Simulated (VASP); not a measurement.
## NaH: relaxation of cell and atoms with PBE+D4

NaH:

```xyz
2
Lattice="2.9551 0.0000 0.0000 0.0000 2.9551 0.0000 0.0000 0.0000 2.9551" Properties=species:S:1:pos:R:3 pbc="T T T"
Na    0.0000    0.0000    0.0000
H     1.4776    1.4776    1.4776
```

- Program: VASP 6.6.1
- Task: relaxation of cell and atoms
- Functional: PBE
- Dispersion: D4
- Potentials or basis: VASP PAW PBE potentials, release 64 (Na_pv, H)
- Cutoff: 600 eV
- k mesh: 9 × 9 × 9
- Occupations: fermi-dirac, width 0.05 eV
- Spin: no spin polarisation
- Dipole correction: no
- Further INCAR settings: ALGO = Normal; EDIFF = 1e-06; IBRION = 2; EDIFFG = -0.02; NSW = 80; ISIF = 3

```yaml
Relaxed_volume: 14.40 Å³/atom
Relaxed_cell: a = 3.065 Å, b = 3.065 Å, c = 3.065 Å, α = 90.00°, β = 90.00°, γ = 90.00°
Space_group_after_relaxing_to_0.05_Å: Pm-3m (No. 221)
Energy_gained_by_relaxing: 37.6 meV/atom
Ionic_steps: 7
Pressure_after_relaxing: 0.1 GPa
Band_gap_on_the_k_mesh: 1.45 eV, indirect (least direct gap 4.48 eV)
Dispersion_energy_per_atom: -0.120 eV
```

Step by step:
```csv
step,energy change (eV),largest force (eV/Å),pressure (GPa),volume (Å³)
1,0.0000,0.0000,1.97,25.81
2,-0.0109,0.0000,4.12,26.40
3,-0.0714,0.0000,2.43,28.25
4,-0.0177,0.0000,-3.99,32.18
5,-0.0702,0.0000,-1.86,29.58
6,-0.0750,0.0000,-0.53,28.98
7,-0.0753,0.0000,0.10,28.79
```

Final structure:
```
Na H
1.0
     3.06497    0.00000    0.00000
     0.00000    3.06497    0.00000
     0.00000    0.00000    3.06497
Na H
1 1
Direct
  0.00000 0.00000 0.00000
  0.50000 0.50000 0.50000
```

Levels at points of the mesh, in eV from the valence-band top:
| k point | band 1 | band 2 | band 3 | band 4 | band 5 | band 6 | band 7 | band 8 |
| --- | --- | --- | --- | --- | --- | --- | --- | --- |
| (0.00, 0.00, 0.00) | -24.34 | -24.34 | -24.34 | -5.21 | 8.00 | 10.74 | 10.74 | 11.96 |

Wall time 20 s on 1 thread of Intel(R) Xeon(R) Platinum 8559C (Emerald Rapids), on a shared host, peak memory 0.13 GiB.

A k mesh can miss the band edges.
